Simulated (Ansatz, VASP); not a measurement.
**Pd: VASP beside Ansatz**

Contents of POSCAR:

```
Pd
1.0
   -1.5617284606      1.5617284606      1.5617284606
    1.5617284606     -1.5617284606      1.5617284606
    1.5617284606      1.5617284606     -1.5617284606
Pd
1
Direct
    0.0000000000      0.0000000000      0.0000000000
```

File INCAR.step1:

```
SYSTEM = Pd
PREC = Accurate
ENCUT = 520
EDIFF = 1E-5
ISMEAR = -1
SIGMA = 0.05
LREAL = .False.
LASPH = .True.
NELM = 60
ALGO = Normal
ISIF = 2
LWAVE = .True.
NBANDS = 11
GGA = PE
```

Contents of INCAR.step2:

```
SYSTEM = Pd
PREC = Accurate
ENCUT = 520
EDIFF = 1E-6
ISMEAR = -1
SIGMA = 0.05
LREAL = .False.
LASPH = .True.
NELM = 60
ALGO = Normal
ISIF = 2
LWAVE = .False.
LCHARG = .True.
GGA = PE
LHFCALC = .True.
AEXX = 0.25
PRECFOCK = Normal
LELF = .True.
LVHAR = .True.
NBANDS = 11
ISTART = 1
```

The input KPOINTS:

```
Automatic mesh
0
Gamma
  6 6 6
  0 0 0
```

input.yaml

```yaml
crystal:
  lattice:
    - [-1.5617284606, 1.5617284606, 1.5617284606]
    - [1.5617284606, -1.5617284606, 1.5617284606]
    - [1.5617284606, 1.5617284606, -1.5617284606]
  atoms:
    - { symbol: Pd, position: [0.0, 0.0, 0.0] }
hamiltonian:
  xc: pbe0
  pseudopotentials: { kind: paw }
kpoints:
  mp_grid: { grid: [6, 6, 6] }
scf:
  occupations: { method: fermi_dirac, width: 0.05 }
output:
  forces: true
  stress: true
  eigenvalues: true
  write_density: true
  write_potential: true
  elf: true
  volumetric_format: npy
```

Alike in both runs: task single point; functional PBE0; k mesh 6 × 6 × 6; occupations fermi-dirac, width 0.05 eV; no spin polarisation.

|  | VASP | Ansatz |
| --- | --- | --- |
| version | VASP 6.6.1 | Ansatz 0.2.0 |
| potentials or method | VASP PAW PBE potentials, release 64 (Pd) | Ansatz PAW |
| plane-wave cutoff (eV) | 520 | 420 |
| valence electrons in the cell | 10 | 18 |

|  | VASP | Ansatz | Ansatz less VASP |
| --- | --- | --- | --- |
| gap on the k mesh at the Fermi level (eV) | none | none | - |
| pressure (GPa) | -3.8 | -3.9 | -0.11 |

A gap of «none» marks a metal or a gap that the smearing closes. VASP's potentials hold 10 valence electrons a cell and Ansatz's 18, so a difference there can come from the potentials and not from the codes.

The k mesh is coarse, so the values compare programs but aren't converged.
